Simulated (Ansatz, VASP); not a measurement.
# Two plane-wave programs on Yb

INCAR

```
PREC = Accurate
ENCUT = 520
EDIFF = 1E-7
ISMEAR = 0
SIGMA = 0.03
LREAL = False
LASPH = True
NELM = 100
ALGO = Normal
ISIF = 2
LWAVE = False
LCHARG = False
GGA = PE
NBANDS = 18
```

The input KPOINTS:

```
Automatic mesh
0
Gamma
  10 10 10
```

File POSCAR:

```
Yb
1.0
    0.0000000000      2.6151647068      2.6151647068
    2.6151647068      0.0000000000      2.6151647068
    2.6151647068      2.6151647068      0.0000000000
Yb
1
Direct
    0.0000000000      0.0000000000      0.0000000000
```

Input for Ansatz:

```yaml
crystal:
  lattice:
    - [0.0, 2.6151647068, 2.6151647068]
    - [2.6151647068, 0.0, 2.6151647068]
    - [2.6151647068, 2.6151647068, 0.0]
  atoms:
    - { symbol: Yb, position: [0.0, 0.0, 0.0] }
hamiltonian:
  xc: pbe
  pseudopotentials:
    kind: paw
    azcp:
      Yb: "pseudopotentials/Yb.paw.azcp"
basis:
  ecutwfc: 420
  fft_grid_basis: typed
kpoints:
  mp_grid: { grid: [10, 10, 10], shift: [0, 0, 0] }
magnetization:
  spin_polarized: false
scf:
  occupations: { method: gaussian, width: 0.03 }
  lower_state_search: "off"
output:
  stress: true
```

Alike in both runs: task single point; functional PBE; k mesh 10 × 10 × 10; occupations gaussian, width 0.03 eV; no spin polarisation.

|  | VASP | Ansatz |
| --- | --- | --- |
| version | VASP 6.6.1 | Ansatz 0.2.0 |
| potentials or method | VASP PAW PBE potentials, release 64 (Yb), cutoff 520 eV | plane waves (420 eV) with PAW, scalar-relativistic |
| valence electrons in the cell | 24 | 24 |

|  | VASP | Ansatz | Ansatz less VASP |
| --- | --- | --- | --- |
| pressure (GPa) | -0.1 | -0.1 | +0.05 |

Spin-orbit coupling is off throughout.
